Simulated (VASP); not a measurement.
**Mg5Se2: single point with PBE**

Mg5Se2:

```
Mg Se
1.0
     1.88325    1.08729   13.64533
    -1.88325    1.08729   13.64533
     0.00000   -2.17459   13.64533
Mg Se
5 2
Direct
  0.58747 0.58747 0.58747
  0.00000 0.00000 0.00000
  0.41253 0.41253 0.41253
  0.13780 0.13780 0.13780
  0.86220 0.86220 0.86220
  0.29351 0.29351 0.29351
  0.70649 0.70649 0.70649
```

```json
{
  "Program": "VASP 6.6.1",
  "Task": "single point",
  "Functional": "PBE",
  "Potentials or basis": "VASP PAW PBE potentials, release 64 (Mg, Se)",
  "Cutoff": "520 eV",
  "k mesh": "5 × 5 × 5",
  "Occupations": "gaussian, width 0.2 eV",
  "Spin": "no spin polarisation"
}
```

```
Pressure               : -0.1 GPa
Largest force          : 0.031 eV/Å
Band gap on the k mesh : zero (bands 11 and 12 overlap by 0.14 eV)
```

Forces in eV/Å, atoms in the order of the input:
```
Mg   0.000  0.000 -0.013
Mg   0.000  0.000  0.000
Mg   0.000  0.000  0.013
Mg   0.000  0.000 -0.031
Mg   0.000  0.000  0.031
Se   0.000  0.000  0.006
Se   0.000  0.000 -0.006
```

Stress tensor (GPa, compression positive):
```
-0.14  0.00  0.00
 0.00 -0.14  0.00
 0.00  0.00  0.06
```

Levels at points of the mesh, in eV from the Fermi level:
| k point | band 9 | band 10 | band 11 | band 12 | band 13 | band 14 |
| --- | --- | --- | --- | --- | --- | --- |
| (0.00, 0.00, 0.00) | -1.52 | -1.34 | -1.34 | 2.40 | 2.46 | 3.33 |

Run time: 9.5 min on 1 thread of Intel(R) Xeon(R) 6975P-C (Granite Rapids), on a shared host, peak memory 1.9 GiB.

Caveat: the k points lie up to 0.39 Å⁻¹ apart; semilocal functionals underestimate gaps, so a narrow gap can read as zero.
